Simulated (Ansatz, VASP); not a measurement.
# Two plane-wave programs on BN

File INCAR:

```
SYSTEM = BN
PREC     = Accurate       ! precision mode
ENCUT    = 520            ! plane-wave cutoff, eV
EDIFF    = 1E-6           ! SCF threshold, eV
ISMEAR   = 0              ! smearing method
SIGMA    = 0.05           ! smearing width, eV
LREAL    = .False.        ! projectors in reciprocal space
LASPH    = .True.         ! aspherical terms in the spheres
NELM     = 60             ! most SCF steps
ALGO     = Normal         ! electronic algorithm
ISIF     = 2              ! what is computed and relaxed
LWAVE    = .False.        ! write WAVECAR
LCHARG   = .False.        ! write CHGCAR
IBRION   = 2              ! ionic algorithm
NSW      = 50             ! ionic steps
EDIFFG   = -0.01          ! ionic threshold
```

Contents of KPOINTS:

```
regular mesh
0
Gamma
  12 12 4
  0 0 0
```

Contents of POSCAR:

```
BN
1.0
    2.5796742231      0.0000000000      0.0000000000
   -1.2898371116      2.1549757989      0.0000000000
    0.0000000000      0.0000000000      6.4952714932
B N
2 2
Direct
    0.3333333333      0.6666666667      0.2500000000
    0.6666666667      0.3333333333      0.7500000000
    0.3333333333      0.6666666667      0.7500000000
    0.6666666667      0.3333333333      0.2500000000
```

Input for Ansatz:

```yaml
crystal:
  lattice:
    - [2.5796742231, 0.0, 0.0]
    - [-1.2898371116, 2.1549757989, 0.0]
    - [0.0, 0.0, 6.4952714932]
  atoms:
    - { symbol: B, position: [0.3333333333, 0.6666666667, 0.25] }
    - { symbol: B, position: [0.6666666667, 0.3333333333, 0.75] }
    - { symbol: "N", position: [0.3333333333, 0.6666666667, 0.75] }
    - { symbol: "N", position: [0.6666666667, 0.3333333333, 0.25] }
basis:
  ecutwfc: 520.0
kpoints:
  mp_grid: { grid: [12, 12, 4] }
hamiltonian:
  xc: lda
  pseudopotentials: { kind: paw, azcp: { folder: soft_1 } }
scf:
  occupations: { method: gaussian, width: 0.05 }
output:
  forces: true
  stress: true
  eigenvalues: true
relax:
  adjacent_minimum: "off"
  f_tol: 0.01
  max_steps: 30
```

Change from the starting cell: normal strain along x +0.0367, normal strain along z +0.0000.

Alike in both runs: task relaxation of the atoms; functional LDA; k mesh 12 × 12 × 4; occupations gaussian, width 0.05 eV; no spin polarisation.

```csv
,VASP,Ansatz
version,VASP 6.6.1,Ansatz 0.2.0
potentials or method,"VASP PAW LDA potentials, release 64 (B, N), cutoff 520 eV","scalar-relativistic, plane waves, PAW"
valence electrons in the cell,16,16
```

```csv
,VASP,Ansatz,Ansatz less VASP
"gap on the k mesh at the Fermi level, each at its own relaxed structure (eV)",3.82,3.87,+0.052
```

Ansatz warns that its potentials were made for another functional, while VASP's fit it. LDA's correlation is that of Perdew and Zunger in VASP and of Perdew and Wang (1992) in Ansatz. Ansatz's warnings: stress scf threshold loose.
